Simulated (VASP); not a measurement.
# TaN in VASP: notebook

Aim: see how the results for TaN move with the level of theory and the settings. Levels: PBEsol, r2SCAN. Tasks: single point.

All numbers are computed with VASP 6.6.1; they aren't measurements. Logs are shortened: lines on timing, memory, paths and dates and some standing lists are left out, and cuts for length are marked.

### Step 1. The cell of the first run

It takes space group P6_3mc (No. 186, hexagonal). The conventional cell has a = 3.078 Å, b = 3.078 Å, c = 4.541 Å, α = 90.00°, β = 90.00°, γ = 120.00°. Ta (site symmetry 3m) has 4 N at 1.80 to 1.84 Å within 2.4 Å. N (site symmetry 3m) has 4 Ta at 1.80 to 1.84 Å within 2.4 Å.

### Step 2. Single point, PBEsol (strained and its atoms moved)

Input file INCAR:

```
PREC     = Accurate       # precision mode
ENCUT    = 520            # plane-wave cutoff, eV
EDIFF    = 1E-6           # SCF threshold, eV
ISMEAR   = 0              # smearing method
SIGMA    = 0.1            # smearing width, eV
LREAL    = False          # projectors in reciprocal space
LASPH    = True           # aspherical terms in the spheres
NELM     = 100            # most SCF steps
ALGO     = Normal         # electronic algorithm
ISIF     = 2              # what is computed and relaxed
LWAVE    = False          # write WAVECAR
LCHARG   = False          # write CHGCAR
GGA      = PS             # functional
NBANDS   = 24             # bands
```

Input file KPOINTS:

```
regular mesh
0
Gamma
  15 15 8
```

Input file POSCAR:

```
TaN
1.0
    3.0781526006      0.0000000000      0.0000000000
   -1.5390763003      2.6657583489      0.0000000000
    0.0000000000      0.0000000000      4.5409962000
Ta N
2 2
Direct
    0.3333333333      0.6666666667     -0.0060728745
    0.6666666667      0.3333333333      0.4939271255
    0.3333333333      0.6666666667      0.3910728745
    0.6666666667      0.3333333333      0.8910728745
```

Potentials or basis: VASP PAW PBE potentials, release 64 (Ta_pv, N).

Started as:

```sh
$ cat potpaw_PBE.64/Ta_pv/POTCAR potpaw_PBE.64/N/POTCAR > POTCAR
$ mpirun -np 1 vasp_std > vasp.out
```

OUTCAR:

```text
PREC = Accurate
   ENCUT = 520
   EDIFF = 1E-6
   ISMEAR = 0
   LREAL = False
   LASPH = True
   NELM = 100
   ISIF = 2
   GGA = PS

 ion  position               nearest neighbor table
   1  0.333  0.667  0.994-   3 1.80   4 1.84   4 1.84   4 1.84   2 2.88   2 2.88   2 2.88   2 2.88
                             2 2.88   2 2.88
   2  0.667  0.333  0.494-   4 1.80   3 1.84   3 1.84   3 1.84   1 2.88   1 2.88   1 2.88   1 2.88
                             1 2.88   1 2.88
   3  0.333  0.667  0.391-   1 1.80   2 1.84   2 1.84   2 1.84
   4  0.667  0.333  0.891-   2 1.80   1 1.84   1 1.84   1 1.84

  LATTYP: Found a hexagonal cell.
 ALAT       =     3.0781526006
 C/A-ratio  =     1.4752342685

  Lattice vectors:

 A1 = (   3.0781526006,   0.0000000000,   0.0000000000)
 A2 = (  -1.5390763003,   2.6657583489,   0.0000000000)
 A3 = (   0.0000000000,   0.0000000000,   4.5409962000)

Analysis of symmetry for initial positions (statically):
=====================================================================
 Subroutine PRICEL returns:
 Original cell was already a primitive cell.

 Routine SETGRP: Setting up the symmetry group for a
 hexagonal supercell.

 Subroutine GETGRP returns: Found 12 space group operations
 (whereof  6 operations were pure point group operations)
 out of a pool of 24 trial point group operations.

The static configuration has the point symmetry C_3v.
 The point group associated with its full space group is C_6v.

Analysis of symmetry for dynamics (positions and initial velocities):
=====================================================================
 Subroutine PRICEL returns:
 Original cell was already a primitive cell.

 Routine SETGRP: Setting up the symmetry group for a
 hexagonal supercell.

 Subroutine GETGRP returns: Found 12 space group operations
 (whereof  6 operations were pure point group operations)
 out of a pool of 24 trial point group operations.

The dynamic configuration has the point symmetry C_3v.
 The point group associated with its full space group is C_6v.

 Subroutine INISYM returns: Found 12 space group operations
 (whereof  6 operations are pure point group operations),
 and found     1 'primitive' translations

----------------------------------------------------------------------------------------

                                     Primitive cell

  volume of cell :      37.2616

  direct lattice vectors                    reciprocal lattice vectors
     3.078152601  0.000000000  0.000000000     0.324870183  0.187563888  0.000000000
    -1.539076300  2.665758349  0.000000000     0.000000000  0.375127776  0.000000000
     0.000000000  0.000000000  4.540996200     0.000000000  0.000000000  0.220215996

  length of vectors
     3.078152601  3.078152601  4.540996200     0.375127776  0.375127776  0.220215996

  position of ions in fractional coordinates (direct lattice)
     0.333333333  0.666666667  0.993927126
     0.666666667  0.333333333  0.493927126
     0.333333333  0.666666667  0.391072874
     0.666666667  0.333333333  0.891072874

  ion indices of the primitive-cell ions
   primitive index   ion index
                 1           1
                 2           2
                 3           3
                 4           4

----------------------------------------------------------------------------------------

 KPOINTS: regular mesh

Automatic generation of k-mesh.
 Grid dimensions read from file:
 generate k-points for:   15   15    8

 Generating k-lattice:

  Cartesian coordinates                     Fractional coordinates (reciprocal lattice)
     0.021658012  0.012504259  0.000000000     0.066666667  0.000000000  0.000000000
     0.000000000  0.025008518  0.000000000     0.000000000  0.066666667  0.000000000
     0.000000000  0.000000000  0.027526999     0.000000000  0.000000000  0.125000000

  Length of vectors
     0.025008518  0.025008518  0.027526999

  Shift w.r.t. Gamma in fractional coordinates (k-lattice)
     0.000000000  0.000000000  0.000000000

 Subroutine IBZKPT returns following result:
 ===========================================

 Found    135 irreducible k-points:

 Following reciprocal coordinates:
            Coordinates               Weight
  0.000000  0.000000  0.000000      1.000000
  0.066667 -0.000000  0.000000      6.000000
  0.133333 -0.000000  0.000000      6.000000
  0.200000 -0.000000  0.000000      6.000000
  0.266667 -0.000000  0.000000      6.000000
  0.333333  0.000000  0.000000      6.000000
[... 16 lines left out ...]
  0.333333  0.200000  0.000000     12.000000
  0.400000  0.200000  0.000000      6.000000
 [... further k-points ...]
   k-points           NKPTS =    135   k-points in BZ     NKDIM =    135   number of bands    NBANDS=     24
   number of dos      NEDOS =    301   number of ions     NIONS =      4
   total plane-waves  NPLWV =  20736
   dimension x,y,z NGX =    24 NGY =   24 NGZ =   36
   dimension x,y,z NGXF=    48 NGYF=   48 NGZF=   72
[... 70 lines left out ...]
  band No.  band energies     occupation
      1     -26.1373      2.00000
      2     -24.6489      2.00000
      3     -24.6489      2.00000
      4     -24.2852      2.00000
      5     -24.2852      2.00000
      6     -24.2054      2.00000
[... 16 lines left out ...]
     23      18.3481      0.00000
     24      18.3481      0.00000

 k-point     2 :       0.0667   -0.0000    0.0000
  band No.  band energies     occupation
      1     -26.1174      2.00000
      2     -24.6945      2.00000
      3     -24.6645      2.00000
      4     -24.3434      2.00000
      5     -24.2907      2.00000
      6     -24.2173      2.00000
[... 16 lines left out ...]
     23      18.2753      0.00000
     24      18.3396      0.00000

 k-point     3 :       0.1333   -0.0000    0.0000
  band No.  band energies     occupation
      1     -26.0597      2.00000
      2     -24.8214      2.00000
      3     -24.7078      2.00000
      4     -24.4991      2.00000
      5     -24.3070      2.00000
      6     -24.2576      2.00000
[... 16 lines left out ...]
     23      18.0567      0.00000
     24      18.5967      0.00000

 k-point     4 :       0.2000   -0.0000    0.0000
  band No.  band energies     occupation
      1     -25.9706      2.00000
      2     -25.0022      2.00000
      3     -24.7694      2.00000
      4     -24.7149      2.00000
      5     -24.3325      2.00000
      6     -24.3257      2.00000
[... 16 lines left out ...]
     23      17.6704      0.00000
     24      18.9749      0.00000

 k-point     5 :       0.2667   -0.0000    0.0000
  band No.  band energies     occupation
      1     -25.8640      2.00000
      2     -25.1970      2.00000
      3     -24.9464      2.00000
      4     -24.8374      2.00000
      5     -24.4177      2.00000
      6     -24.3635      2.00000
[... 16 lines left out ...]
     23      17.6566      0.00000
     24      17.8979      0.00000

 k-point     6 :       0.3333    0.0000    0.0000
  band No.  band energies     occupation
      1     -25.7718      2.00000
      2     -25.3511      2.00000
      3     -25.1517      2.00000
      4     -24.9002      2.00000
      5     -24.5262      2.00000
      6     -24.3943      2.00000
[... 16 lines left out ...]
     23      17.9281      0.00000
     24      18.3937      0.00000
[... 379 lines left out ...]
 k-point    21 :       0.2000    0.2000    0.0000
  band No.  band energies     occupation
      1     -25.7269      2.00000
      2     -25.2792      2.00000
      3     -25.2337      2.00000
      4     -24.9349      2.00000
      5     -24.5501      2.00000
      6     -24.5016      2.00000
[... 16 lines left out ...]
     23      17.7341      0.00000
     24      18.6602      0.00000

 k-point    22 :       0.2667    0.2000    0.0000
  band No.  band energies     occupation
      1     -25.6575      2.00000
      2     -25.3998      2.00000
      3     -25.2383      2.00000
      4     -25.0518      2.00000
      5     -24.6605      2.00000
      6     -24.5648      2.00000
[... 16 lines left out ...]
     23      17.7619      0.00000
     24      18.3814      0.00000

 k-point    23 :       0.3333    0.2000    0.0000
  band No.  band energies     occupation
      1     -25.6451      2.00000
      2     -25.4301      2.00000
      3     -25.2363      2.00000
      4     -25.1177      2.00000
      5     -24.7689      2.00000
      6     -24.6065      2.00000
[... 16 lines left out ...]
     23      17.9241      0.00000
     24      18.5238      0.00000

 k-point    24 :       0.4000    0.2000    0.0000
  band No.  band energies     occupation
      1     -25.6549      2.00000
      2     -25.4115      2.00000
      3     -25.2739      2.00000
      4     -25.1001      2.00000
      5     -24.8245      2.00000
      6     -24.6210      2.00000
[... 16 lines left out ...]
     23      17.9143      0.00000
     24      18.6661      0.00000

 [... further k-points ...]

------------------------ aborting loop because EDIFF is reached ----------------------------------------

  FORCE on cell =-STRESS in cart. coord.  units (eV):
  Direction    XX          YY          ZZ          XY          YZ          ZX
  --------------------------------------------------------------------------------------
  -------------------------------------------------------------------------------------
  Total       41.9940427     41.9940428     38.8304370      0.0000000      0.0000000      0.0000000
  in kB     1805.6609484   1805.6609485   1669.6321436      0.0000000      0.0000000      0.0000000
  external PRESSURE =    1760.3180135 kB  Pullay stress =       0.0000000 kB

 VOLUME and BASIS-vectors are now :
 -----------------------------------------------------------------------------
  energy-cutoff  :      520.00
  volume of cell :       37.26
      direct lattice vectors                 reciprocal lattice vectors
     3.078152601  0.000000000  0.000000000     0.324870183  0.187563888  0.000000000
    -1.539076300  2.665758349  0.000000000     0.000000000  0.375127776  0.000000000
     0.000000000  0.000000000  4.540996200     0.000000000  0.000000000  0.220215996

 POSITION                                       TOTAL-FORCE (eV/Angst)
 -----------------------------------------------------------------------------------
     -0.00000      1.77717      4.51342        -0.000000      0.000000     -2.395392
      1.53908      0.88859      2.24292         0.000000     -0.000000     -2.395392
     -0.00000      1.77717      1.77586         0.000000      0.000000      2.395392
      1.53908      0.88859      4.04636        -0.000000      0.000000      2.395392
 -----------------------------------------------------------------------------------
    total drift:                                0.000000      0.000000      0.000790

  FREE ENERGIE OF THE ION-ELECTRON SYSTEM (eV)
  ---------------------------------------------------
  free  energy   TOTEN  =       -38.7072375604 eV

  energy  without entropy=      -38.7005757402  energy(sigma->0) =      -38.70390665
```

Run time: 38 s. Hardware: 1 thread of Intel Xeon 6975P-C (Granite Rapids), shared host; peak memory 0.22 GiB.

What came out:

```yaml
Free_energy: -38.7072 eV
Pressure: 176.0 GPa
Largest_force: 2.395 eV/Å
Band_gap_on_the_k_mesh: zero (band 16 reaches 11.72 eV, above the bottom of band 17 at 8.91 eV)
```

Forces on the atoms (eV/Å):
```
Ta   0.000  0.000 -2.395
Ta   0.000  0.000 -2.395
N    0.000  0.000  2.395
N    0.000  0.000  2.395
```

Caveat: the cell differs from its parent crystal (strained and its atoms moved); the PAW data sets were made with another functional, which shifts forces and pressure a little; spin-orbit coupling is left out, which moves the levels of the heavy elements.

### Step 3. Single point, r2SCAN (functional r2SCAN, strained)

Input file POSCAR:

```
TaN
1.0
    3.1408606230      0.0000000000      0.0000000000
   -1.5704303115      2.7200650893      0.0000000000
    0.0000000000      0.0000000000      5.0871626000
Ta N
2 2
Direct
    0.3333333333      0.6666666667      0.0000000000
    0.6666666667      0.3333333333      0.5000000000
    0.3333333333      0.6666666667      0.3850000000
    0.6666666667      0.3333333333      0.8850000000
```

Input file INCAR.step1:

```
SYSTEM = TaN
PREC = Accurate
ENCUT = 520
ISMEAR = 0
SIGMA = 0.1
LREAL = .FALSE.
LASPH = .TRUE.
NELM = 100
NBANDS = 24
GGA = PE
ALGO = Normal
EDIFF = 1E-4
LWAVE = .TRUE.
LCHARG = .FALSE.
```

Input file INCAR.step2:

```
SYSTEM = TaN
PREC = Accurate
ENCUT = 520
EDIFF = 1E-6
ISMEAR = 0
SIGMA = 0.1
LREAL = .FALSE.
LASPH = .TRUE.
NELM = 100
ALGO = Normal
ISIF = 2
LWAVE = .FALSE.
LCHARG = .TRUE.
METAGGA = R2SCAN
LMIXTAU = .TRUE.
LELF = .TRUE.
LVHAR = .TRUE.
NBANDS = 24
ISTART = 1
```

Input file KPOINTS:

```
Automatic mesh
0
G
  15 15 8
  0 0 0
```

Potentials or basis: VASP PAW PBE potentials, release 64 (Ta_pv, N).

Started as:

```sh
$ cat potpaw_PBE.64/Ta_pv/POTCAR potpaw_PBE.64/N/POTCAR > POTCAR
$ cp INCAR.step1 INCAR
$ mpirun -np 1 vasp_std > vasp.out
$ cp INCAR.step2 INCAR
$ mpirun -np 1 vasp_std > vasp.out
```

It took 2.9 min on 1 thread of Intel Xeon 6975P-C (Granite Rapids), shared host; peak memory 0.25 GiB.

Results (log left out):

```
Free energy            : -115.9768 eV
Pressure               : 81.4 GPa
Largest force          : 2.230 eV/Å
Band gap on the k mesh : zero (band 16 reaches 10.07 eV, above the bottom of band 17 at 7.38 eV)
```

Forces in eV/Å, atoms in the order of the input:
```
Ta   0.000  0.000  2.230
Ta   0.000  0.000  2.230
N    0.000  0.000 -2.230
N    0.000  0.000 -2.230
```

Stress tensor (GPa, compression positive):
```
86.65  0.00  0.00
 0.00 86.65  0.00
 0.00  0.00 70.89
```

Levels at points of the mesh, in eV from the Fermi level:
| k point | band 12 | band 13 | band 14 | band 15 | band 16 | band 17 | band 18 | band 19 | band 20 | band 21 |
| --- | --- | --- | --- | --- | --- | --- | --- | --- | --- | --- |
| (0.00, 0.00, 0.00) | -7.91 | -7.86 | -7.86 | -0.68 | -0.68 | -0.50 | 1.96 | 2.50 | 2.50 | 4.61 |
| (0.00, 0.00, 0.50) | -8.38 | -8.38 | -8.38 | 1.16 | 1.16 | 1.16 | 1.16 | 1.79 | 1.79 | 6.38 |

Caveat: the cell differs from its parent crystal (functional r2SCAN, strained); the PAW data sets were made with another functional, which shifts forces and pressure a little; spin-orbit coupling is left out, which moves the levels of the heavy elements.

### Step 4. Single point, PBEsol (strained and its atoms moved)

Input file INCAR:

```
SYSTEM = TaN
PREC = Accurate ; ENCUT = 520
EDIFF = 1E-7 ; ISMEAR = 0
SIGMA = 0.1 ; LREAL = .FALSE.
LASPH = .TRUE. ; NELM = 80
ALGO = Normal ; ISIF = 2
LWAVE = .FALSE. ; LCHARG = .FALSE.
GGA = PS ; NBANDS = 24
```

Input file KPOINTS:

```
regular mesh
0
G
  14 14 8
  0 0 0
```

Input file POSCAR:

```
TaN
1.0
    2.9929965701      0.0000000000      0.0407480146
   -1.4964982851      2.6281451201     -0.0203740073
    0.0659984000      0.0000000000      4.5850610000
Ta N
2 2
Direct
    0.3542155002      0.6741411961     -0.0023956947
    0.6800743042      0.3258588039      0.4976043053
    0.3223548899      0.6789995844      0.3873956947
    0.6433553056      0.3210004156      0.8873956947
```

Started as:

```sh
$ cat potpaw_PBE.64/Ta_pv/POTCAR potpaw_PBE.64/N/POTCAR > POTCAR
$ mpirun -np 1 vasp_std > vasp.out
```

Run time: 2.7 min. Hardware: 1 thread of Intel Xeon 6975P-C (Granite Rapids), shared host; peak memory 0.4 GiB.

Results (log left out):

```
Free energy            : -36.5522 eV
Pressure               : 214.7 GPa
Largest force          : 4.217 eV/Å
Band gap on the k mesh : zero (band 16 reaches 11.61 eV, above the bottom of band 17 at 9.07 eV)
```

Forces in eV/Å, atoms in the order of the input:
```
Ta  -4.033 -0.899 -0.840
Ta  -4.033  0.899 -0.840
N    4.033 -0.709  0.840
N    4.033  0.709  0.840
```

Stress tensor (GPa, compression positive):
```
201.19   0.00 -23.51
  0.00 238.90   0.00
-23.51   0.00 204.10
```

Levels at points of the mesh, in eV from the Fermi level:
| k point | band 12 | band 13 | band 14 | band 15 | band 16 | band 17 | band 18 | band 19 | band 20 | band 21 |
| --- | --- | --- | --- | --- | --- | --- | --- | --- | --- | --- |
| (0.00, 0.00, 0.00) | -8.40 | -8.20 | -6.94 | -1.73 | -1.21 | -0.13 | 2.30 | 2.77 | 2.99 | 4.41 |
| (0.50, 0.00, 0.00) | -6.63 | -6.15 | -5.19 | -2.90 | -0.47 | -0.08 | 1.24 | 3.02 | 3.93 | 4.51 |
| (0.00, 0.50, 0.00) | -6.37 | -6.12 | -5.20 | -2.90 | -1.01 | -0.24 | 0.73 | 2.44 | 3.71 | 4.79 |
| (0.00, 0.00, 0.50) | -9.41 | -8.87 | -8.87 | 0.87 | 0.87 | 1.49 | 1.49 | 2.03 | 2.03 | 7.57 |
| (0.50, 0.00, 0.50) | -7.02 | -6.96 | -6.59 | -0.89 | 0.35 | 1.69 | 2.10 | 2.89 | 3.15 | 5.31 |
| (0.00, 0.50, 0.50) | -6.94 | -6.68 | -6.68 | -0.61 | -0.61 | 1.62 | 1.62 | 3.19 | 3.19 | 5.59 |

Caveat: the cell differs from its parent crystal (strained and its atoms moved); the PAW data sets were made with another functional, which shifts forces and pressure a little; spin-orbit coupling is left out, which moves the levels of the heavy elements.

### Step 5. Summary

| level | cell | k mesh | gap on the mesh (eV) | pressure (GPa) | largest force (eV/Å) |
| --- | --- | --- | --- | --- | --- |
| PBEsol | a = 3.078, b = 3.078, c = 4.541 Å, angles 90.0, 90.0, 120.0°, 4 atoms | 15 × 15 × 8 | none | 176.0 | 2.40 |
| r2SCAN | a = 3.141, b = 3.141, c = 5.087 Å, angles 90.0, 90.0, 120.0°, 4 atoms | 15 × 15 × 8 | none | 81.4 | 2.23 |
| PBEsol | a = 2.993, b = 3.024, c = 4.586 Å, angles 90.8, 88.4, 119.7°, 4 atoms | 14 × 14 × 8 | none | 214.7 | 4.22 |

Alike in all rows: task single point; potentials or basis VASP PAW PBE potentials, release 64 (Ta_pv, N); no spin polarisation; cutoff (eV) 520; smearing gaussian 0.1 eV.

Caveats: the PAW data sets were made with another functional, which shifts forces and pressure a little; spin-orbit coupling is left out, which moves the levels of the heavy elements.

Total energies depend on the potentials used, so only differences within one code and one set of settings carry meaning.
